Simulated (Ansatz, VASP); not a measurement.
KBr: VASP beside Ansatz

```xyz
2
Lattice="0.0000 3.3239 3.3239 3.3239 0.0000 3.3239 3.3239 3.3239 0.0000" Properties=species:S:1:pos:R:3 pbc="T T T"
K     0.0000    0.0000    0.0000
Br    3.3239    3.3239    3.3239
```

Alike in both runs: task single point; functional PBE; k mesh 4 × 4 × 4; no spin polarisation.

|  | VASP | Ansatz |
| --- | --- | --- |
| version | VASP 6.6.1 | Ansatz 0.2.0-dev |
| potentials or method | VASP PAW PBE potentials, release 64 (K_sv, Br), cutoff 500 eV | hard PAW set made for 700 eV |
| occupations | gaussian, width 0.01 eV | fixed |

|  | VASP | Ansatz | Ansatz less VASP |
| --- | --- | --- | --- |
| gap on the k mesh at the Fermi level (eV) | 4.38 | 4.38 | +0.002 |
